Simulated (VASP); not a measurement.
# WC (P1) in VASP: notebook

WC is run at these levels: PBE; tasks: single point.

All numbers are computed with VASP 6.6.1; they aren't measurements. Logs are shortened: lines on timing, memory, paths and dates and some standing lists are left out, and cuts for length are marked.

## Step 1: The cell of the first run

The typed cell holds 16 atoms: a = 6.073 Å, b = 5.260 Å, c = 5.927 Å, α = 90.00°, β = 90.00°, γ = 90.00°.

## Step 2: Single point, PBE

INCAR

```
SYSTEM = WC
PREC = Accurate
ENCUT = 520
EDIFF = 1E-7
ISMEAR = -1
SIGMA = 0.24
LREAL = Auto
LASPH = .TRUE.
NELM = 60
ALGO = Normal
ISIF = 2
LWAVE = .FALSE.
LCHARG = .FALSE.
GGA = PE
NBANDS = 86
```

KPOINTS

```
regular mesh
0
G
  2 2 2
  0 0 0
```

POSCAR

```
WC
1.0
   -3.0366230000     -5.2595860000      0.0000000000
    4.5549350000     -2.6297930000      0.0000000000
    0.0000000000      0.0000000000      5.9274080000
W C
8 8
Direct
    0.7472596619      0.5025199869      0.0016027242
    0.7692974430      0.4895495346      0.4990039491
    0.4989210218      0.0139486183      0.0046563355
    0.4795867029      0.0064159011      0.5245125694
    0.2608820916      0.4855394335     -0.0038465380
    0.2884581499      0.5532106721      0.4808509892
   -0.0127202123     -0.0162738852     -0.0000337416
   -0.0067931355     -0.0221579872      0.5045881775
    0.4983613625      0.7437944945      0.2208891306
    0.5127465624      0.6291237975      0.7568569601
    0.2904853853      0.2001553485      0.2250056011
    0.2861124305      0.1425081998      0.7693919501
   -0.0147301950      0.6659743665      0.2352630357
   -0.0110930464      0.6512089855      0.7246675107
    0.7364655087      0.2012691954      0.2541583100
    0.7451272857      0.1196440023      0.7432084986
```

Potentials or basis: VASP PAW PBE potentials, release 64 (W_sv, C).

Launch:

```sh
$ cat potpaw_PBE.64/W_sv/POTCAR potpaw_PBE.64/C/POTCAR > POTCAR
$ mpirun -np 1 vasp_std > vasp.out
```

OUTCAR:

```text
SYSTEM = WC
   PREC = Accurate
   ENCUT = 520
   EDIFF = 1E-7
   ISMEAR = -1
   LREAL = Auto
   LASPH = .TRUE.
   NELM = 60
   ISIF = 2
   GGA = PE

 ion  position               nearest neighbor table
   1  0.747  0.503  0.002-  10 2.14  13 2.18  15 2.18  14 2.34   9 2.36  16 2.53   7 2.92   2 2.95
                             5 2.96   3 2.98   2 2.98   3 3.08   7 3.09   5 3.12
   2  0.769  0.490  0.499-  14 2.07  15 2.11  13 2.24  10 2.30  16 2.43   9 2.69   8 2.91   6 2.94
                             1 2.95   1 2.98   8 3.02   4 3.09   6 3.17   4 3.24
   3  0.499  0.014  0.005-   9 1.91  12 2.02  11 2.07  16 2.22  15 2.29  10 2.50   4 2.85   5 2.87
                             7 2.97   1 2.98   4 3.08   1 3.08   7 3.11   5 3.13
   4  0.480  0.006  0.525-  12 2.00  16 2.15   9 2.27  11 2.35  10 2.42  15 2.46   6 2.66   3 2.85
                             8 2.96   3 3.08   2 3.09   6 3.11   8 3.13   2 3.24
   5  0.261  0.486  0.996-  11 2.03  10 2.22  12 2.26   9 2.39  13 2.39  14 2.47   3 2.87   6 2.90
                             1 2.96   6 3.08   7 3.10   7 3.12   1 3.12   3 3.13
   6  0.288  0.553  0.481-  10 2.17   9 2.24  14 2.38  11 2.40  13 2.42   4 2.66  12 2.76   8 2.87
                             5 2.90   2 2.94   5 3.08   4 3.11   2 3.17
   7  0.987  0.984  1.000-  13 2.18  16 2.23  14 2.39  12 2.42  15 2.43  11 2.54   1 2.92   8 2.94
                             3 2.97   8 2.99   1 3.09   5 3.10   3 3.11   5 3.12
   8  0.993  0.978  0.505-  14 2.16  16 2.20  13 2.29  15 2.45  12 2.53  11 2.72   6 2.87   2 2.91
                             7 2.94   4 2.96   7 2.99   2 3.02   4 3.13
   9  0.498  0.744  0.221-   3 1.91   6 2.24   4 2.27   1 2.36   5 2.39   2 2.69
  10  0.513  0.629  0.757-   1 2.14   6 2.17   5 2.22   2 2.30   4 2.42   3 2.50
  11  0.290  0.200  0.225-   5 2.03   3 2.07   4 2.35   6 2.40   7 2.54   8 2.72
  12  0.286  0.143  0.769-   4 2.00   3 2.02   5 2.26   7 2.42   8 2.53   6 2.76
  13  0.985  0.666  0.235-   7 2.18   1 2.18   2 2.24   8 2.29   5 2.39   6 2.42
  14  0.989  0.651  0.725-   2 2.07   8 2.16   1 2.34   6 2.38   7 2.39   5 2.47
  15  0.736  0.201  0.254-   2 2.11   1 2.18   3 2.29   7 2.43   8 2.45   4 2.46
  16  0.745  0.120  0.743-   4 2.15   8 2.20   3 2.22   7 2.23   2 2.43   1 2.53

  LATTYP: Found a simple orthorhombic cell.
 ALAT       =     5.2595859226
 B/A-ratio  =     1.1269723676
 C/A-ratio  =     1.1547005180

  Lattice vectors:

 A1 = (   4.5549350000,  -2.6297930000,   0.0000000000)
 A2 = (   0.0000000000,   0.0000000000,   5.9274080000)
 A3 = (  -3.0366230000,  -5.2595860000,   0.0000000000)

Analysis of symmetry for initial positions (statically):
=====================================================================
 Subroutine PRICEL returns:
 Original cell was already a primitive cell.

 Routine SETGRP: Setting up the symmetry group for a
 simple orthorhombic supercell.

 Subroutine GETGRP returns: Found  1 space group operations
 (whereof  1 operations were pure point group operations)
 out of a pool of  8 trial point group operations.

The static configuration has the point symmetry C_1 .

Analysis of symmetry for dynamics (positions and initial velocities):
=====================================================================
 Subroutine PRICEL returns:
 Original cell was already a primitive cell.

 Routine SETGRP: Setting up the symmetry group for a
 simple orthorhombic supercell.

 Subroutine GETGRP returns: Found  1 space group operations
 (whereof  1 operations were pure point group operations)
 out of a pool of  8 trial point group operations.

The dynamic configuration has the point symmetry C_1 .

 Subroutine INISYM returns: Found  1 space group operations
 (whereof  1 operations are pure point group operations),
 and found     1 'primitive' translations

----------------------------------------------------------------------------------------

                                     Primitive cell

  volume of cell :     189.3378

  direct lattice vectors                    reciprocal lattice vectors
    -3.036623000 -5.259586000  0.000000000    -0.082328290 -0.142596779  0.000000000
     4.554935000 -2.629793000  0.000000000     0.164656580 -0.095064509  0.000000000
     0.000000000  0.000000000  5.927408000     0.000000000  0.000000000  0.168707806

  length of vectors
     6.073246589  5.259585923  5.927408000     0.164656578  0.190129036  0.168707806

  position of ions in fractional coordinates (direct lattice)
     0.747259662  0.502519987  0.001602724
     0.769297443  0.489549535  0.499003949
     0.498921022  0.013948618  0.004656336
     0.479586703  0.006415901  0.524512569
     0.260882092  0.485539434  0.996153462
     0.288458150  0.553210672  0.480850989
[... 8 lines left out ...]
     0.736465509  0.201269195  0.254158310
     0.745127286  0.119644002  0.743208499

  ion indices of the primitive-cell ions
   primitive index   ion index
                 1           1
                 2           2
                 3           3
                 4           4
                 5           5
                 6           6
[... 8 lines left out ...]
                15          15
                16          16

----------------------------------------------------------------------------------------

 KPOINTS: regular mesh

Automatic generation of k-mesh.
 Grid dimensions read from file:
 generate k-points for:    2    2    2

 Generating k-lattice:

  Cartesian coordinates                     Fractional coordinates (reciprocal lattice)
    -0.041164145 -0.071298389  0.000000000     0.500000000 -0.000000000  0.000000000
     0.082328290 -0.047532254  0.000000000     0.000000000  0.500000000  0.000000000
     0.000000000  0.000000000  0.084353903     0.000000000  0.000000000  0.500000000

  Length of vectors
     0.082328289  0.095064518  0.084353903

  Shift w.r.t. Gamma in fractional coordinates (k-lattice)
     0.000000000  0.000000000  0.000000000

 Subroutine IBZKPT returns following result:
 ===========================================

 Found      8 irreducible k-points:

 Following reciprocal coordinates:
            Coordinates               Weight
  0.000000  0.000000  0.000000      1.000000
  0.500000  0.000000  0.000000      1.000000
  0.000000  0.500000  0.000000      1.000000
  0.500000  0.500000  0.000000      1.000000
  0.000000  0.000000  0.500000      1.000000
  0.500000  0.000000  0.500000      1.000000
  0.000000  0.500000  0.500000      1.000000
  0.500000  0.500000  0.500000      1.000000
   k-points           NKPTS =      8   k-points in BZ     NKDIM =      8   number of bands    NBANDS=     86
   number of dos      NEDOS =    301   number of ions     NIONS =     16
   total plane-waves  NPLWV =  92160
   dimension x,y,z NGX =    48 NGY =   40 NGZ =   48
   dimension x,y,z NGXF=    96 NGYF=   80 NGZF=   96
   ions per type =               8   8
   NGX,Y,Z   is equivalent  to a cutoff of  13.14, 12.64, 13.46 a.u.
   NGXF,Y,Z  is equivalent  to a cutoff of  26.28, 25.29, 26.93 a.u.
 SYSTEM =  WC
   PREC   = accura    normal or accurate (medium, high low for compatibility)
   ISTART =      0    job   : 0-new  1-cont  2-samecut
   ICHARG =      2    charge: 1-file 2-atom 10-const
   ISPIN  =      1    spin polarized calculation?
   LNONCOLLINEAR =      F non collinear calculations
   LSORBIT =      F    spin-orbit coupling
   LASPH  =      T    aspherical Exc in radial PAW
   ENCUT  =  520.0 eV  38.22 Ry    6.18 a.u.  11.29  9.78 11.02*2*pi/ulx,y,z
   NELM   =     60;   NELMIN=  2; NELMDL= -5     # of ELM steps
   EDIFF  = 0.1E-06   stopping-criterion for ELM
   LREAL  =      T    real-space projection
   EDIFFG = 0.1E-05   stopping-criterion for IOM
   NSW    =      0    number of steps for IOM
   IBRION =     -1    ionic relax: 0-MD 1-quasi-New 2-CG
   NFREE  =      0    steps in history (QN), initial steepest desc. (CG)
   ISIF   =      2    stress and relaxation
   ISYM   =      2    0-nonsym 1-usesym 2-fastsym
   POTIM  = 0.5000    time-step for ionic-motion
   TEBEG  =    0.0;   TEEND  =   0.0 temperature during run
   PSTRESS=    0.0 pullay stress
   NELECT =     144.0000    total number of electrons
   NUPDOWN=      -1.0000    fix difference up-down
   EMIN   =  10.00;   EMAX   =-10.00  energy-range for DOS
   EFERMI =   0.00;   METHOD = LEGACY
   ISMEAR =    -1;   SIGMA  =   0.24  broadening in eV -4-tet -1-fermi 0-gaus
   EFERMI_NEDOS =   21; number of points for ismear=-14 and -15
   IALGO  =     38    algorithm
   IMIX   =      4    mixing-type and parameters
     AMIX     =   0.40;   BMIX     =  1.00
     AMIX_MAG =   1.60;   BMIX_MAG =  1.00
  volume/ion in A,a.u.               =      11.83        79.86
  Fermi-wavevector in a.u.,A,eV,Ry     =   1.494342  2.823896 30.382584  2.233057
  Thomas-Fermi vector in A             =   2.606627
   LORBIT       =      0    0 simple, 1 ext, 2 COOP (PROOUT), +10 PAW based schemes
   GGA     = PE    functional components
   LHFCALC =     F    Hartree Fock is set to
   AEXX    =    0.0000 exact exchange contribution
   IVDW    =     0    specifies the selected vdW correction
   LEPSILON=     F    determine dielectric tensor
   LRPA    =     F    only Hartree local field effects (RPA)
 non-spin polarized calculation
  energy-cutoff  :      520.00
  volume of cell :      189.34
 maximum number of plane-waves:      5116
 NGX is ok and might be reduce to    48
   NGX = 23   NGY = 19   NGZ = 23

 number of electron     143.9999998 magnetization

 Free energy of the ion-electron system (eV)
  ---------------------------------------------------
  ext. energy  EPLUGINS =         0.00000000
  ---------------------------------------------------
  free energy    TOTEN  =      -172.24652697 eV

  energy without entropy =     -171.30591739  energy(sigma->0) =     -171.77622218

 E-fermi :   9.6903     XC(G=0): -13.0313

 val. band max:        9.6890630072   @ k =   0.0000   0.0000   0.5000
 cond. band min:       9.7080241786   @ k =   0.5000   0.0000   0.0000
 fundamental gap:      0.0189611714
 Fermi energy:         9.6902650883

 k-point     1 :       0.0000    0.0000    0.0000
  band No.  band energies     occupation
      1     -64.9312      2.00000
      2     -64.9077      2.00000
      3     -64.8538      2.00000
      4     -64.8405      2.00000
      5     -64.8326      2.00000
      6     -64.7787      2.00000
[... 76 lines left out ...]
     83      12.6486      0.00001
     84      12.7731      0.00001

 k-point     2 :       0.5000    0.0000    0.0000
  band No.  band energies     occupation
      1     -64.9282      2.00000
      2     -64.9102      2.00000
      3     -64.8527      2.00000
      4     -64.8409      2.00000
      5     -64.8329      2.00000
      6     -64.7787      2.00000
[... 511 lines left out ...]
     83      12.4546      0.00002
     84      12.6587      0.00001

 k-point     8 :       0.5000    0.5000    0.5000
  band No.  band energies     occupation
      1     -64.9250      2.00000
      2     -64.9071      2.00000
      3     -64.8495      2.00000
      4     -64.8436      2.00000
      5     -64.8351      2.00000
      6     -64.7818      2.00000
[... 76 lines left out ...]
     83      12.5422      0.00001
     84      12.8011      0.00000
 [bands above 84 left out]

------------------------ aborting loop because EDIFF is reached ----------------------------------------

  FORCE on cell =-STRESS in cart. coord.  units (eV):
  Direction    XX          YY          ZZ          XY          YZ          ZX
  --------------------------------------------------------------------------------------
  -------------------------------------------------------------------------------------
  Total      -19.6255092    -22.1535989    -25.2744883     -2.1965304     -0.1898186     -4.9712410
  in kB     -166.0711620   -187.4638708   -213.8728534    -18.5870514     -1.6062461    -42.0666672
  external PRESSURE =    -189.1359621 kB  Pullay stress =       0.0000000 kB

 VOLUME and BASIS-vectors are now :
 -----------------------------------------------------------------------------
  energy-cutoff  :      520.00
  volume of cell :      189.34
      direct lattice vectors                 reciprocal lattice vectors
    -3.036623000 -5.259586000  0.000000000    -0.082328290 -0.142596779  0.000000000
     4.554935000 -2.629793000  0.000000000     0.164656580 -0.095064509  0.000000000
     0.000000000  0.000000000  5.927408000     0.000000000  0.000000000  0.168707806

 POSITION                                       TOTAL-FORCE (eV/Angst)
 -----------------------------------------------------------------------------------
      0.01980     -5.25180      0.00950        -0.382870     -0.726364     -0.298433
     -0.10620     -5.33360      2.95780         0.972529      1.131819      0.111406
     -1.45150     -2.66080      0.02760        -1.129320     -2.397390     -0.941799
     -1.42710     -2.53930      3.10900        -0.540616     -2.704756     -3.574789
      1.41940     -2.64900      5.90461         2.521343     -0.235110     -0.918565
      1.64390     -2.97200      2.85020        -1.858995      3.582855      0.808552
[... 8 lines left out ...]
     -1.31960     -4.40280      1.50650        -2.156680     -0.105893     -0.442125
     -1.71770     -4.23370      4.40530         0.613453     -1.641156      0.251143
 -----------------------------------------------------------------------------------
    total drift:                               -0.011956     -0.004427     -0.003214

  FREE ENERGIE OF THE ION-ELECTRON SYSTEM (eV)
  ---------------------------------------------------
  free  energy   TOTEN  =      -172.2465269715 eV

  energy  without entropy=     -171.3059173924  energy(sigma->0) =     -171.77622218
```

Run time: 9.1 min. Hardware: 1 thread of Intel Xeon 8259CL, shared host; peak memory 0.34 GiB.

What came out:

| Item | Value |
| --- | --- |
| Free energy | -172.2465 eV |
| Pressure | -18.9 GPa |
| Largest force | 6.052 eV/Å |
| Band gap on the k mesh | zero (bands 72 and 73 overlap by 0.25 eV) |

Forces in eV/Å, atoms in the order of the input:
```
W   -0.383 -0.726 -0.298
W    0.973  1.132  0.111
W   -1.129 -2.397 -0.942
W   -0.541 -2.705 -3.575
W    2.521 -0.235 -0.919
W   -1.859  3.583  0.809
W    0.797 -1.623 -0.227
W    1.167 -0.656 -0.755
C   -4.405  3.245  2.589
C    1.178 -0.255 -0.824
C    0.710  2.132  2.568
C    3.268  3.180 -0.395
C    0.143 -1.246  0.552
C   -0.898 -1.682  1.497
C   -2.157 -0.106 -0.442
C    0.613 -1.641  0.251
```

Stress tensor (GPa, compression positive):
```
-16.61  -1.86  -4.21
 -1.86 -18.75  -0.16
 -4.21  -0.16 -21.39
```

Caveat: the k points lie up to 0.60 Å⁻¹ apart; spin-orbit coupling is left out, which moves the levels of the heavy elements; forces of over 1 eV/Å act on the atoms, so gaps and moduli don't describe the material at rest.

(Continued in part 2 of 2.)

The gap in the log of VASP goes by the Fermi energy; the results here count the filled bands.